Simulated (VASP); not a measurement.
The system is B.

```
B
1.0
     2.10059    0.00000    0.00000
    -1.05030    1.81917    0.00000
     0.00000    0.00000    3.43027
B
2
Cartesian
  0.0000 1.2128 0.8576
  1.0503 0.6064 2.5727
```

| Quantity | Value |
| --- | --- |
| Program | VASP 6.6.1 |
| Task | relaxation of cell and atoms |
| Functional | RPBE |
| Potentials or basis | VASP PAW PBE potentials, release 64 (B_h) |
| Cutoff | 910 eV |
| k mesh | 17 × 17 × 9 |
| Occupations | fermi-dirac, width 0.1 eV |
| Spin | no spin polarisation |

At the start: pressure -16.1 GPa; volume 6.55 Å³/atom.

Question: Where does the relaxation end?

Answer: Over 29 steps the energy falls by 647.5 meV/atom and the volume is 7.73 Å³/atom (+17.9 %); space group P6_3/mmc (No. 194, to 0.05 Å).

Step by step:
```tsv
step	energy change (eV)	largest force (eV/Å)	pressure (GPa)	volume (Å³)
1	0.0000	0.0000	-16.14	13.11
2	-0.0889	0.0000	4.79	11.89
3	-0.0889	0.0000	4.90	11.88
4	-0.1462	0.0000	6.18	11.89
5	-0.3619	0.0000	15.13	11.83
6	-0.4638	0.0000	54.34	11.35
7	-0.4183	0.0000	63.84	11.21
8	-0.3108	0.0000	90.87	10.91
9	-0.3732	0.0000	77.70	11.03
10	-0.3358	0.0000	86.50	10.95
11	-0.3386	0.0000	86.83	10.95
12	-0.3459	0.0000	87.89	10.97
13	-0.3558	0.0000	90.16	11.00
14	-0.3591	0.0000	95.12	11.07
15	-0.3766	0.0000	93.94	11.10
16	-0.4281	0.0000	90.48	11.20
17	-0.5258	0.0000	83.88	11.41
18	-0.6988	0.0000	71.75	11.83
19	-0.9617	0.0000	50.54	12.69
20	-1.2185	0.0000	20.68	14.49
21	-1.2445	0.0000	12.72	15.16
22	-1.2466	0.0000	10.76	15.34
23	-1.2689	0.0000	7.94	15.36
24	-1.2948	0.0000	0.31	15.38
25	-1.2948	0.0000	0.63	15.38
26	-1.2948	0.0000	0.82	15.38
27	-1.2949	0.0000	0.66	15.40
28	-1.2950	0.0000	0.19	15.45
29	-1.2950	0.0000	0.06	15.45
```

Final structure:
```
B
1.0
     1.72200    0.00000    0.00000
    -0.86100    1.49130    0.00000
     0.00000    0.00000    6.01774
B
2
Direct
  0.33333 0.66667 0.25000
  0.66667 0.33333 0.75000
```

Caveat: the volume moved by over 15 % at a fixed basis, so the end points are rough; the PAW data sets were made with another functional, which shifts forces and pressure a little.
